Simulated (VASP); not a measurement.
A run of VASP 6.6.1 is set up as follows.

INCAR

```
PREC = Accurate
ENCUT = 520
EDIFF = 1E-7
ISMEAR = 0
SIGMA = 0.1
LREAL = F
LASPH = T
NELM = 80
ALGO = Normal
ISIF = 2
LWAVE = F
LCHARG = F
GGA = PE
NBANDS = 36
```

KPOINTS

```
regular mesh
0
Gamma
  10 10 6
```

Contents of POSCAR:

```
NbIn2P3
1.0
    3.8100062750      0.0000000000      0.0000000000
    0.0000000000      3.8100062750      0.0000000000
    0.0000000000      0.0000000000      8.3964259013
Nb In P
1 2 3
Direct
    0.0000000000      0.0000000000      0.2837446030
    0.0000000000      0.5000000000      0.7169135564
    0.5000000000      0.0000000000      0.7169135564
    0.0000000000      0.5000000000      0.0709430293
    0.5000000000      0.0000000000      0.0709430293
    0.5000000000      0.5000000000      0.3956065155
```

Potentials or basis: VASP PAW PBE potentials, release 64 (Nb_sv, In_d, P).

Launch:

```bash
$ cat potpaw_PBE.64/Nb_sv/POTCAR potpaw_PBE.64/In_d/POTCAR potpaw_PBE.64/P/POTCAR > POTCAR
$ mpirun -np 1 vasp_std > vasp.out
```

Problem. What does it give for the band gap on the k mesh?

Solution. Zero (bands 27 and 28 overlap by 2.05 eV).

Problem. Estimate the largest force.

Solution. 0.023 eV/Å.

Problem. Predict the pressure.

Solution. -0.1 GPa.

Forces in eV/Å, atoms in the order of the input:
```
Nb   0.000  0.000 -0.023
In   0.000  0.000 -0.001
In   0.000  0.000 -0.001
P    0.000  0.000  0.019
P    0.000  0.000  0.019
P    0.000  0.000 -0.011
```

Caveat: spin-orbit coupling is left out, which moves the levels of the heavy elements.
